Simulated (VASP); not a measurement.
Input of a VASP 6.6.1 run:

Contents of INCAR:

```
SYSTEM = Si
ALGO = Normal ; EDIFF = 1E-7
ENCUT = 520 ; GGA = CA
ISIF = 2 ; ISMEAR = -1
LASPH = .True. ; LCHARG = .False.
LREAL = .False. ; LWAVE = .False.
NBANDS = 11 ; NELM = 60
PREC = Accurate ; SIGMA = 0.08
```

File KPOINTS:

```
k-points
0
Gamma
  12 12 12
  0 0 0
```

The input POSCAR:

```
Si
1.0
    0.0000000000      2.6611606000      2.7154700000
    2.6611606000      0.0000000000      2.7154700000
    2.6611606000      2.6611606000      0.0000000000
Si
2
Direct
    0.5000000000      0.5000000000      0.5000000000
    0.7500000000      0.7500000000      0.7500000000
```

Potentials or basis: VASP PAW LDA potentials, release 64 (Si).

Run with:

```console
$ cat potpaw_LDA.64/Si/POTCAR > POTCAR
$ mpirun -np 1 vasp_std > vasp.out
```

**Question.** Predict the band gap on the k mesh.

**Answer.** 0.29 eV, indirect (least direct gap 2.47 eV).

**Question.** Predict the pressure.

**Answer.** 2.5 GPa.

Stress tensor (GPa, compression positive):
```
3.17 0.00 0.00
0.00 3.17 0.00
0.00 0.00 1.18
```

Caveat: the cell differs from its parent crystal (equal xx and yy strain of -2 %). A k mesh can miss the band edges.
